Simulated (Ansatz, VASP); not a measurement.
# Ge: VASP beside Ansatz

The input INCAR:

```
SYSTEM = Ge
ALGO = Normal
EDIFF = 1E-6
ENCUT = 520
ISIF = 2
ISMEAR = 0
LASPH = .TRUE.
LCHARG = .FALSE.
LREAL = .FALSE.
LWAVE = .FALSE.
NBANDS = 36
NELM = 100
PREC = Accurate
SIGMA = 0.025
```

Contents of KPOINTS:

```
k-points
0
G
  6 6 6
  0 0 0
```

The input POSCAR:

```
Ge
1.0
    0.0000000000      2.8857400000      5.1156650000
    2.6304970000      0.0000000000      5.1156650000
    2.6304970000      2.8857400000      0.0000000000
Ge
4
Direct
    0.7818670000      0.7818670000      0.2181330000
    0.2181330000      0.2181330000      0.7818670000
    0.2735100000      0.7264900000      0.2735100000
    0.7264900000      0.2735100000      0.7264900000
```

Input for Ansatz:

```yaml
crystal:
  lattice:
    - [0.0, 2.88574, 5.115665]
    - [2.630497, 0.0, 5.115665]
    - [2.630497, 2.88574, 0.0]
  atoms:
    - { symbol: Ge, position: [0.781867, 0.781867, 0.218133] }
    - { symbol: Ge, position: [0.218133, 0.218133, 0.781867] }
    - { symbol: Ge, position: [0.27351, 0.72649, 0.27351] }
    - { symbol: Ge, position: [0.72649, 0.2735099999999999, 0.7264900000000001] }
kpoints:
  mp_grid:
    grid: [6, 6, 6]
hamiltonian:
  xc: lda
scf:
  convergence:
    dr2_threshold: 1.0e-09
  occupations:
    method: gaussian
    width: 0.025
output:
  stress: true
```

Alike in both runs: task single point; functional LDA; k mesh 6 × 6 × 6; occupations gaussian, width 0.025 eV; no spin polarisation.

|  | VASP | Ansatz |
| --- | --- | --- |
| version | VASP 6.6.1 | Ansatz 0.2.0 |
| potentials or method | VASP PAW LDA potentials, release 64 (Ge_d) | plane waves, PAW |
| plane-wave cutoff (eV) | 520 | 420 |
| valence electrons in the cell | 56 | 56 |

```csv
,VASP,Ansatz,Ansatz less VASP
pressure (GPa),-5.0,-5.0,-0.04
"traceless stress, the component that is largest in VASP (GPa)",2.64,2.62,-0.018
```

LDA's correlation is that of Perdew and Zunger in VASP and of Perdew and Wang (1992) in Ansatz. Ansatz's warnings: stress scf threshold loose.
